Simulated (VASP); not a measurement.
# Co: single point with PBE

Crystal: Co.

```
Co
1.0
    -1.36730    1.36730    1.36730
     1.36730   -1.36730    1.36730
     1.36730    1.36730   -1.36730
Co
1
Direct
  0.00000 0.00000 0.00000
```

This isn't the form of Co at room conditions, which is hcp.

- Program: VASP 6.6.1
- Task: single point
- Functional: PBE
- Potentials or basis: VASP PAW PBE potentials, release 64 (Co)
- Cutoff: 520 eV
- k mesh: 18 × 18 × 18
- Occupations: fermi-dirac, width 0.05 eV
- Spin: collinear spin, ferromagnetic start
- Starting moments: [1.826] μB
- Dipole correction: no
- Further INCAR settings: ALGO = Normal; EDIFF = 1e-06; NBANDS = 14

| Quantity | Value |
| --- | --- |
| Pressure | 18.9 GPa |
| Net moment | 1.68 μB per cell |
| Site moments | Co +1.69 μB |
| Valence electrons inside the program's atomic spheres | Co 8.39 |

Levels at points of the mesh, in eV from the Fermi level:
Spin up:
```csv
k point,band 3,band 4,band 5,band 6,band 7,band 8
"(0.00, 0.00, 0.00)",-3.15,-3.15,-1.90,-1.90,25.99,25.99
"(0.50, 0.00, 0.00)",-1.83,-1.71,-0.42,-0.11,7.04,18.95
"(0.50, 0.50, 0.50)",-0.69,-0.69,-0.69,9.97,9.97,9.97
```
Spin down:
```tsv
k point	band 1	band 2	band 3	band 4	band 5	band 6	band 7	band 8	band 9
(0.00, 0.00, 0.00)	-9.58	-1.65	-1.65	-1.65	0.33	0.33	25.78	25.78	25.78
(0.50, 0.00, 0.00)	-4.83	-2.91	-0.10	0.20	0.57	1.32	8.05	18.96	21.28
(0.50, 0.50, 0.50)	-4.26	-4.26	1.02	1.02	1.02	10.10	10.10	10.10	16.71
```

Run time: 110 s on 1 thread of Intel Xeon 8259CL (shared host), peak memory 0.16 GiB.

Caveat: the cell stands under pressure.
